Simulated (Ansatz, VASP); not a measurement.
# Sc5Al: VASP beside Ansatz

```
Sc Al
1.0
     5.56712    0.00000    0.00000
    -2.78356    4.82127    0.00000
     0.00000    0.00000    5.08526
Sc Al
5 1
Direct
  0.00000 0.68550 0.00000
  0.68550 0.00000 0.00000
  0.31450 0.31450 0.00000
  0.33333 0.66667 0.50000
  0.66667 0.33333 0.50000
  0.00000 0.00000 0.50000
```

Alike in both runs: functional PBE; k mesh 6 × 6 × 4; occupations gaussian, width 0.1 eV; no spin polarisation.

Ansatz relaxed the structure, and its values are those at the end. VASP's run is a single point on that final structure, the one shown.

|  | VASP | Ansatz |
| --- | --- | --- |
| version | VASP 6.6.1 | Ansatz 0.2.0 |
| potentials or method | VASP PAW PBE potentials, release 64 (Sc_sv, Al), cutoff 520 eV | scalar-relativistic, plane waves, PAW |
| valence electrons in the cell | 58 | 58 |

```tsv
	VASP	Ansatz	Ansatz less VASP
gap on the k mesh at the Fermi level (eV)	none	none	-
pressure (GPa)	0.3	0.2	-0.05
rms of the force components (eV/Å)	0.012	0.011	-0.0012
```

A gap of «none» marks a metal or a gap that the smearing closes. The functional is the same, so the differences come from potentials, cutoffs and numerics.
